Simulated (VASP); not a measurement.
A run of VASP 6.6.1 is set up as follows.

File INCAR:

```
SYSTEM = WSe2
  ALGO = Normal
  EDIFF = 1E-6
  ENCUT = 520
  GGA = PS
  ISIF = 2
  ISMEAR = 0
  IVDW = 12
  LASPH = .TRUE.
  LCHARG = .FALSE.
  LREAL = .FALSE.
  LWAVE = .FALSE.
  NBANDS = 35
  NELM = 60
  PREC = Accurate
  SIGMA = 0.05
```

File KPOINTS:

```
k-points
0
G
  12 12 4
  0 0 0
```

The input POSCAR:

```
WSe2
1.0
    3.1783425435      0.0000000000      0.0000000000
   -1.5891712717      2.7525253846      0.0000000000
    0.0000000000      0.0000000000     12.8249444230
W Se
2 4
Direct
    0.3333333333      0.6666666667      0.2500000000
    0.6666666667      0.3333333333      0.7500000000
    0.3333333333      0.6666666667      0.6145805872
    0.6666666667      0.3333333333      0.1145805872
    0.3333333333      0.6666666667      0.8854194128
    0.6666666667      0.3333333333      0.3854194128
```

Potentials or basis: VASP PAW PBE potentials, release 64 (W_sv, Se).

Launch:

```console
$ cat potpaw_PBE.64/W_sv/POTCAR potpaw_PBE.64/Se/POTCAR > POTCAR
$ mpirun -np 1 vasp_std > vasp.out
```

(1) Estimate the dispersion energy per atom.

(2) What does it give for the band gap on the k mesh?

(3) Predict the pressure.

(4) What does it give for the largest force?

## Answers

(1) -0.476 eV.

(2) 0.77 eV (least direct gap 1.49 eV).

(3) -0.5 GPa.

(4) 0.475 eV/Å.

Caveat: the PAW data sets were made with another functional, which shifts forces and pressure a little; spin-orbit coupling is left out, which moves the levels of the heavy elements.
